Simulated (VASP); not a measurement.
Here is a VASP 6.6.1 calculation.

File INCAR:

```
ALGO     = Normal         # electronic algorithm
EDIFF    = 1E-6           # SCF threshold, eV
ENCUT    = 520            # plane-wave cutoff, eV
GGA      = CA             # functional
ISIF     = 2              # what is computed and relaxed
ISMEAR   = 1              # smearing method
LASPH    = True           # aspherical terms in the spheres
LCHARG   = False          # write CHGCAR
LREAL    = False          # projectors in reciprocal space
LWAVE    = False          # write WAVECAR
NBANDS   = 18             # bands
NELM     = 80             # most SCF steps
PREC     = Accurate       # precision mode
SIGMA    = 0.15           # smearing width, eV
```

File KPOINTS:

```
k-points
0
Gamma
  9 9 9
```

POSCAR

```
InPd
1.0
    3.2718850000      0.0000000000      0.0000000000
    0.0000000000      3.2718850000      0.0000000000
    0.0000000000      0.0000000000      3.2718850000
In Pd
1 1
Direct
    0.0000000000      0.0000000000      0.0000000000
    0.5000000000      0.5000000000      0.5000000000
```

Potentials or basis: VASP PAW LDA potentials, release 64 (In_d, Pd).

Run with:

```bash
$ cat potpaw_LDA.64/In_d/POTCAR potpaw_LDA.64/Pd/POTCAR > POTCAR
$ mpirun -np 1 vasp_std > vasp.out
```

(1) Predict the pressure.

## Answers

(1) -6.4 GPa.
